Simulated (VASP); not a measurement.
# Hf (Fm-3m) in VASP: notebook

The runs below take Hf through relaxation of cell and atoms, with PBE.

All numbers are computed with VASP 6.6.1; they aren't measurements. Logs are shortened: lines on timing, memory, paths and dates and some standing lists are left out, and cuts for length are marked.

### 1 The cell of the first run

The structure is cubic, space group Fm-3m (No. 225). Conventional cell: a = 4.499 Å, b = 4.499 Å, c = 4.499 Å, α = 90.00°, β = 90.00°, γ = 90.00°. Hf (site symmetry m-3m) has 12 Hf at 3.18 Å within 4.2 Å.

### 2 Relaxation of cell and atoms, PBE

INCAR reads:

```
  PREC = Accurate
  ENCUT = 500
  EDIFF = 1E-7
  ISMEAR = -1
  SIGMA = 0.1
  LREAL = F
  LASPH = T
  NELM = 120
  ALGO = Normal
  ISIF = 3
  LWAVE = F
  LCHARG = F
  GGA = PE
  IBRION = 2
  NSW = 60
  EDIFFG = -0.01
  GGA_COMPAT = F
  NELMIN = 4
```

KPOINTS reads:

```
regular mesh
0
Gamma
  7 7 7
```

POSCAR reads:

```
Hf
1.0
    0.0000000000      2.2495720000      2.2495720000
    2.2495720000      0.0000000000      2.2495720000
    2.2495720000      2.2495720000      0.0000000000
Hf
1
Direct
    0.0000000000      0.0000000000      0.0000000000
```

Potentials or basis: VASP PAW PBE potentials, release 64 (Hf_pv).

Run with:

```
$ cat potpaw_PBE.64/Hf_pv/POTCAR > POTCAR
$ mpirun -np 1 vasp_std > vasp.out
```

OUTCAR:

```text
PREC = Accurate
   ENCUT = 500
   EDIFF = 1E-7
   ISMEAR = -1
   LREAL = F
   LASPH = T
   NELM = 120
   ISIF = 3
   GGA = PE
   IBRION = 2
   NSW = 60
   EDIFFG = -0.01
   NELMIN = 4

 ion  position               nearest neighbor table
   1  0.000  0.000  0.000-

  LATTYP: Found a face centered cubic cell.
 ALAT       =     4.4991440000

  Lattice vectors:

 A1 = (   0.0000000000,   2.2495720000,   2.2495720000)
 A2 = (   2.2495720000,   0.0000000000,   2.2495720000)
 A3 = (   2.2495720000,   2.2495720000,   0.0000000000)

Analysis of symmetry for initial positions (statically):
=====================================================================
 Subroutine PRICEL returns:
 Original cell was already a primitive cell.

 Routine SETGRP: Setting up the symmetry group for a
 face centered cubic supercell.

 Subroutine GETGRP returns: Found 48 space group operations
 (whereof 48 operations were pure point group operations)
 out of a pool of 48 trial point group operations.

The static configuration has the point symmetry O_h .

Analysis of symmetry for dynamics (positions and initial velocities):
=====================================================================
 Subroutine PRICEL returns:
 Original cell was already a primitive cell.

 Routine SETGRP: Setting up the symmetry group for a
 face centered cubic supercell.

 Subroutine GETGRP returns: Found 48 space group operations
 (whereof 48 operations were pure point group operations)
 out of a pool of 48 trial point group operations.

The dynamic configuration has the point symmetry O_h .

 Subroutine INISYM returns: Found 48 space group operations
 (whereof 48 operations are pure point group operations),
 and found     1 'primitive' translations

----------------------------------------------------------------------------------------

                                     Primitive cell

  volume of cell :      22.7683

  direct lattice vectors                    reciprocal lattice vectors
     0.000000000  2.249572000  2.249572000    -0.222264502  0.222264502  0.222264502
     2.249572000  0.000000000  2.249572000     0.222264502 -0.222264502  0.222264502
     2.249572000  2.249572000  0.000000000     0.222264502  0.222264502 -0.222264502

  length of vectors
     3.181375232  3.181375232  3.181375232     0.384973410  0.384973410  0.384973410

  position of ions in fractional coordinates (direct lattice)
     0.000000000  0.000000000  0.000000000

  ion indices of the primitive-cell ions
   primitive index   ion index
                 1           1

----------------------------------------------------------------------------------------

 KPOINTS: regular mesh

Automatic generation of k-mesh.
 Grid dimensions read from file:
 generate k-points for:    7    7    7

 Generating k-lattice:

  Cartesian coordinates                     Fractional coordinates (reciprocal lattice)
    -0.031752072  0.031752072  0.031752072     0.142857143  0.000000000  0.000000000
     0.031752072 -0.031752072  0.031752072     0.000000000  0.142857143  0.000000000
     0.031752072  0.031752072 -0.031752072     0.000000000  0.000000000  0.142857143

  Length of vectors
     0.054996201  0.054996201  0.054996201

  Shift w.r.t. Gamma in fractional coordinates (k-lattice)
     0.000000000  0.000000000  0.000000000

 Subroutine IBZKPT returns following result:
 ===========================================

 Found     20 irreducible k-points:

 Following reciprocal coordinates:
            Coordinates               Weight
  0.000000  0.000000  0.000000      1.000000
  0.142857  0.000000  0.000000      8.000000
  0.285714  0.000000  0.000000      8.000000
  0.428571  0.000000  0.000000      8.000000
  0.142857  0.142857  0.000000      6.000000
  0.285714  0.142857  0.000000     24.000000
[... 12 lines left out ...]
 -0.428571  0.428571  0.142857     24.000000
 -0.285714  0.428571  0.142857     24.000000
   k-points           NKPTS =     20   k-points in BZ     NKDIM =     20   number of bands    NBANDS=      9
   number of dos      NEDOS =    301   number of ions     NIONS =      1
   total plane-waves  NPLWV =  13824
   dimension x,y,z NGX =    24 NGY =   24 NGZ =   24
   dimension x,y,z NGXF=    48 NGYF=   48 NGZF=   48
   ions per type =               1
   NGX,Y,Z   is equivalent  to a cutoff of  12.54, 12.54, 12.54 a.u.
   NGXF,Y,Z  is equivalent  to a cutoff of  25.08, 25.08, 25.08 a.u.
 SYSTEM =  unknown system
   PREC   = accura    normal or accurate (medium, high low for compatibility)
   ISTART =      0    job   : 0-new  1-cont  2-samecut
   ICHARG =      2    charge: 1-file 2-atom 10-const
   ISPIN  =      1    spin polarized calculation?
   LNONCOLLINEAR =      F non collinear calculations
   LSORBIT =      F    spin-orbit coupling
   LASPH  =      T    aspherical Exc in radial PAW
   ENCUT  =  500.0 eV  36.75 Ry    6.06 a.u.   5.80  5.80  5.80*2*pi/ulx,y,z
   NELM   =    120;   NELMIN=  4; NELMDL= -5     # of ELM steps
   EDIFF  = 0.1E-06   stopping-criterion for ELM
   LREAL  =      F    real-space projection
   EDIFFG = -.1E-01   stopping-criterion for IOM
   NSW    =     60    number of steps for IOM
   IBRION =      2    ionic relax: 0-MD 1-quasi-New 2-CG
   NFREE  =      1    steps in history (QN), initial steepest desc. (CG)
   ISIF   =      3    stress and relaxation
   ISYM   =      2    0-nonsym 1-usesym 2-fastsym
   POTIM  = 0.5000    time-step for ionic-motion
   TEBEG  =    0.0;   TEEND  =   0.0 temperature during run
   PSTRESS=    0.0 pullay stress
   NELECT =      10.0000    total number of electrons
   NUPDOWN=      -1.0000    fix difference up-down
   EMIN   =  10.00;   EMAX   =-10.00  energy-range for DOS
   EFERMI =   0.00;   METHOD = LEGACY
   ISMEAR =    -1;   SIGMA  =   0.10  broadening in eV -4-tet -1-fermi 0-gaus
   EFERMI_NEDOS =   21; number of points for ismear=-14 and -15
   IALGO  =     38    algorithm
   IMIX   =      4    mixing-type and parameters
     AMIX     =   0.40;   BMIX     =  1.00
     AMIX_MAG =   1.60;   BMIX_MAG =  1.00
  volume/ion in A,a.u.               =      22.77       153.65
  Fermi-wavevector in a.u.,A,eV,Ry     =   1.244414  2.351602 21.069527  1.548567
  Thomas-Fermi vector in A             =   2.378682
   LORBIT       =      0    0 simple, 1 ext, 2 COOP (PROOUT), +10 PAW based schemes
   GGA     = PE    functional components
   LHFCALC =     F    Hartree Fock is set to
   AEXX    =    0.0000 exact exchange contribution
   IVDW    =     0    specifies the selected vdW correction
   LEPSILON=     F    determine dielectric tensor
   LRPA    =     F    only Hartree local field effects (RPA)
 conjugate gradient relaxation of ions
 non-spin polarized calculation
  energy-cutoff  :      500.00
  volume of cell :       22.77
 maximum number of plane-waves:       592
   NGX = 11   NGY = 11   NGZ = 11

--------------------------------------- Ionic step        1  -------------------------------------------

 number of electron      10.0000000 magnetization

 number of electron       9.9999999 magnetization

 Free energy of the ion-electron system (eV)
  ---------------------------------------------------
  ext. energy  EPLUGINS =         0.00000000
  ---------------------------------------------------
  free energy    TOTEN  =        -9.87182128 eV

  energy without entropy =       -9.81825583  energy(sigma->0) =       -9.84503855

------------------------ aborting loop because EDIFF is reached ----------------------------------------

  FORCE on cell =-STRESS in cart. coord.  units (eV):
  Direction    XX          YY          ZZ          XY          YZ          ZX
  --------------------------------------------------------------------------------------
  -------------------------------------------------------------------------------------
  Total       -0.1701669     -0.1701669     -0.1701669     -0.0000000     -0.0000000     -0.0000000
  in kB      -11.9744620    -11.9744620    -11.9744620     -0.0000000     -0.0000000     -0.0000000
  external PRESSURE =     -11.9744620 kB  Pullay stress =       0.0000000 kB

 VOLUME and BASIS-vectors are now :
 -----------------------------------------------------------------------------
  energy-cutoff  :      500.00
  volume of cell :       22.77
      direct lattice vectors                 reciprocal lattice vectors
     0.000000000  2.249572000  2.249572000    -0.222264502  0.222264502  0.222264502
     2.249572000  0.000000000  2.249572000     0.222264502 -0.222264502  0.222264502
     2.249572000  2.249572000  0.000000000     0.222264502  0.222264502 -0.222264502
[... 36 lines left out ...]
 POSITION                                       TOTAL-FORCE (eV/Angst)
 -----------------------------------------------------------------------------------
      0.00000      0.00000      0.00000         0.000000      0.000000      0.000000
 -----------------------------------------------------------------------------------
    total drift:                                0.000000      0.000000     -0.000000

  FREE ENERGIE OF THE ION-ELECTRON SYSTEM (eV)
  ---------------------------------------------------
  free  energy   TOTEN  =        -9.8715183515 eV

  energy  without entropy=       -9.8187988331  energy(sigma->0) =       -9.84515859

--------------------------------------- Ionic step        3  -------------------------------------------

 number of electron       9.9999999 magnetization

 Free energy of the ion-electron system (eV)
  ---------------------------------------------------
  ext. energy  EPLUGINS =         0.00000000
  ---------------------------------------------------
  free energy    TOTEN  =        -9.87281130 eV

  energy without entropy =       -9.81966483  energy(sigma->0) =       -9.84623807

 E-fermi :   4.6855     XC(G=0): -11.2588

 val. band max:        4.4924836526   @ k =  -0.2857   0.2857   0.0000
 cond. band min:       4.6877202367   @ k =  -0.4286   0.2857   0.1429
 fundamental gap:      0.1952365841
 Fermi energy:         4.6855224555

 k-point     1 :       0.0000    0.0000    0.0000
  band No.  band energies     occupation
      1     -25.3384      2.00000
      2     -25.3384      2.00000
      3     -25.3384      2.00000
      4      -2.4912      2.00000
      5       6.0986      0.00000
      6       6.0986      0.00000
      7       6.0986      0.00000
      8       8.8681      0.00000
      9       8.8681      0.00000

 k-point     2 :       0.1429    0.0000    0.0000
  band No.  band energies     occupation
      1     -25.4962      2.00000
      2     -25.3586      2.00000
      3     -25.3586      2.00000
      4      -1.8076      2.00000
      5       5.4824      0.00069
      6       6.3783      0.00000
      7       6.3783      0.00000
      8       8.6096      0.00000
      9       8.6096      0.00000
[... 236 lines left out ...]
 POSITION                                       TOTAL-FORCE (eV/Angst)
 -----------------------------------------------------------------------------------
      0.00000      0.00000      0.00000         0.000000      0.000000     -0.000000
 -----------------------------------------------------------------------------------
    total drift:                                0.000000      0.000000     -0.000000

  FREE ENERGIE OF THE ION-ELECTRON SYSTEM (eV)
  ---------------------------------------------------
  free  energy   TOTEN  =        -9.8728113032 eV

  energy  without entropy=       -9.8196648300  energy(sigma->0) =       -9.84623807

 reached required accuracy - stopping structural energy minimisation
```

Run time: 30 s. Hardware: 1 thread of Intel Xeon 8259CL, shared host; peak memory 0.14 GiB.

Results:

| Property | Result |
| --- | --- |
| Free energy | -9.8728 eV |
| Relaxed volume | 22.51 Å³/atom |
| Relaxed cell | a = 3.169 Å, b = 3.169 Å, c = 3.169 Å, α = 60.00°, β = 60.00°, γ = 60.00° |
| Space group after relaxing (to 0.05 Å) | Fm-3m (No. 225) |
| Energy gained by relaxing | 1.0 meV/atom |
| Ionic steps | 3 |
| Pressure after relaxing | 0.0 GPa |
| Band gap on the k mesh | zero (band 5 reaches 6.10 eV, above the bottom of band 6 at 4.49 eV) |

Step by step:
```
step  energy change (eV)  largest force (eV/Å)  pressure (GPa)  volume (Å³)
   1              0.0000                0.0000           -1.20        22.77
   2              0.0003                0.0000            1.43        22.21
   3             -0.0010                0.0000            0.00        22.51
```

Final structure:
```xyz
1
Lattice="0.0000 2.2409 2.2409 2.2409 0.0000 2.2409 2.2409 2.2409 0.0000" Properties=species:S:1:pos:R:3 pbc="T T T"
Hf    0.0000    0.0000    0.0000
```

Levels at points of the mesh, in eV from the Fermi level:
```
           k point  band 1  band 2  band 3  band 4  band 5  band 6  band 7  band 8  band 9
(0.00, 0.00, 0.00)  -30.02  -30.02  -30.02   -7.18    1.41    1.41    1.41    4.18    4.18
```

Caveat: spin-orbit coupling is left out, which moves the levels of the heavy elements.

### 3 Relaxation of cell and atoms, PBE

INCAR reads:

```
PREC = Accurate
ENCUT = 500
EDIFF = 1E-7
ISMEAR = -5
SIGMA = 0.1
LREAL = F
LASPH = T
NELM = 120
ALGO = Normal
ISIF = 3
LWAVE = F
LCHARG = F
GGA = PE
IBRION = 2
NSW = 60
EDIFFG = -0.01
GGA_COMPAT = F
NELMIN = 4
```

KPOINTS is that of step 2.

POSCAR is that of step 2.

Potentials or basis: VASP PAW PBE potentials, release 64 (Hf_pv).

Run with:

```
$ cat potpaw_PBE.64/Hf_pv/POTCAR > POTCAR
$ mpirun -np 1 vasp_std > vasp.out
```

Wall time 36 s (1 thread of Intel Xeon 8259CL, shared host); peak memory 0.14 GiB.

It converged, with:

| Property | Result |
| --- | --- |
| Free energy | -9.8570 eV |
| Relaxed volume | 22.46 Å³/atom |
| Relaxed cell | a = 3.167 Å, b = 3.167 Å, c = 3.167 Å, α = 60.00°, β = 60.00°, γ = 60.00° |
| Space group after relaxing (to 0.05 Å) | Fm-3m (No. 225) |
| Energy gained by relaxing | 2.3 meV/atom |
| Ionic steps | 4 |
| Pressure after relaxing | 0.0 GPa |
| Band gap on the k mesh | zero (band 5 reaches 6.11 eV, above the bottom of band 6 at 4.50 eV) |

The path:
| step | energy change (eV) | largest force (eV/Å) | pressure (GPa) | volume (Å³) |
| --- | --- | --- | --- | --- |
| 1 | 0.0000 | 0.0000 | -1.38 | 22.77 |
| 2 | -0.0018 | 0.0000 | 1.53 | 22.13 |
| 3 | -0.0025 | 0.0000 | 0.64 | 22.32 |
| 4 | -0.0023 | 0.0000 | -0.01 | 22.46 |

Final structure:
```yaml
crystal:
  lattice:
    - [0.00000, 2.23927, 2.23927]
    - [2.23927, 0.00000, 2.23927]
    - [2.23927, 2.23927, 0.00000]
  atoms:
    - { symbol: Hf, position: [0.00000, 0.00000, 0.00000] }
```

Levels at points of the mesh, in eV from the Fermi level:
```tsv
k point	band 1	band 2	band 3	band 4	band 5	band 6	band 7	band 8	band 9
(0.00, 0.00, 0.00)	-30.11	-30.11	-30.11	-7.26	1.33	1.33	1.33	4.11	4.11
```

Caveat: spin-orbit coupling is left out, which moves the levels of the heavy elements; tetrahedron occupations give inexact forces and stress in metals.
